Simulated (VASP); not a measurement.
Input of a VASP 6.6.1 run:

The input INCAR:

```
SYSTEM = Sr2O5
ALGO     = Normal         ! electronic algorithm
EDIFF    = 1E-7           ! SCF threshold, eV
ENCUT    = 520            ! plane-wave cutoff, eV
GGA      = PE             ! functional
ISIF     = 2              ! what is computed and relaxed
ISMEAR   = -1             ! smearing method
LASPH    = .True.         ! aspherical terms in the spheres
LCHARG   = .False.        ! write CHGCAR
LREAL    = .False.        ! projectors in reciprocal space
LWAVE    = .False.        ! write WAVECAR
NBANDS   = 63             ! bands
NELM     = 100            ! most SCF steps
PREC     = Accurate       ! precision mode
SIGMA    = 0.06122561905347299 ! smearing width, eV
```

Contents of KPOINTS:

```
k-points
0
Gamma
  7 7 7
  0 0 0
```

POSCAR

```
Sr2O5
1.0
    5.9182782085      0.0000000000      0.0000000000
    0.0000000000      5.9182782085      0.0000000000
    0.0000000000      0.0000000000      5.9182782085
Sr O
4 10
Direct
    0.0000000000      0.0000000000      0.0000000000
    0.5000000000      0.5000000000      0.0000000000
    0.5000000000      0.0000000000      0.5000000000
    0.0000000000      0.5000000000      0.5000000000
    0.5000000000      0.0000000000      0.0000000000
    0.0000000000      0.5000000000      0.0000000000
    0.0000000000      0.0000000000      0.5000000000
    0.5000000000      0.5000000000      0.5000000000
    0.7500000000      0.7500000000      0.2500000000
    0.7500000000      0.2500000000      0.7500000000
    0.2500000000      0.7500000000      0.7500000000
    0.7500000000      0.2500000000      0.2500000000
    0.2500000000      0.7500000000      0.2500000000
    0.2500000000      0.2500000000      0.7500000000
```

Potentials or basis: VASP PAW PBE potentials, release 64 (Sr_sv, O).

Run with:

```bash
$ cat potpaw_PBE.64/Sr_sv/POTCAR potpaw_PBE.64/O/POTCAR > POTCAR
$ mpirun -np 1 vasp_std > vasp.out
```

Question: Estimate the band gap on the k mesh.

Answer: Zero (bands 50 and 51 overlap by 0.16 eV).

Question: Estimate the pressure.

Answer: -3.7 GPa.

Caveat: the cell stands under tension; semilocal functionals underestimate gaps, and a narrow one can read as zero.
